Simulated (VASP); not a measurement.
Sn3GeTe4, 8 atoms in the cell. It takes space group P4/mmm (No. 123, tetragonal). The conventional cell has a = 4.472 Å, b = 4.472 Å, c = 12.624 Å, α = 90.00°, β = 90.00°, γ = 90.00°. Within 4.2 Å of Sn (site symmetry 4/mmm) lie 6 Te at 3.16 to 3.26 Å. Within 4.1 Å of Sn (site symmetry 4mm) lie 6 Te at 3.12 to 3.19 Å. Ge (site symmetry 4/mmm) has 6 Te at 3.05 to 3.16 Å within 4.0 Å. Within 4.0 Å of Te (site symmetry 4mm) lie 1 Ge at 3.05 Å and 5 Sn at 3.16 to 3.26 Å. Te (site symmetry 4/mmm) has 2 Sn at 3.12 Å and 4 Ge at 3.16 Å within 4.1 Å. Te (site symmetry 4/mmm) has 6 Sn at 3.16 to 3.19 Å within 4.2 Å. 

```yaml
Program: VASP 6.6.1
Task: single point
Functional: PBE
Potentials_or_basis: VASP PAW PBE potentials, release 64 (Sn_d, Ge_d, Te)
Cutoff: 520 eV
k_mesh: 6 × 6 × 2
Occupations: gaussian, width 0.2 eV
Spin: no spin polarisation
Dipole_correction: no
Further_INCAR_settings: ALGO = Normal; EDIFF = 1e-06; NBANDS = 50
```

Potentials or basis: VASP PAW PBE potentials, release 64 (Sn_d, Ge_d, Te).

The run is started by

```console
$ cat potpaw_PBE.64/Sn_d/POTCAR potpaw_PBE.64/Ge_d/POTCAR potpaw_PBE.64/Te/POTCAR > POTCAR
$ mpirun -np 1 vasp_std > vasp.out
```

Hardware: 1 thread of Intel(R) Xeon(R) 6975P-C (Granite Rapids), on a shared host.

Estimate the wall time of this run.

Wall time 110 s on 1 thread of Intel(R) Xeon(R) 6975P-C (Granite Rapids), with other jobs on the host, peak memory 0.48 GiB. Counts: scf iterations 13, k points 20.
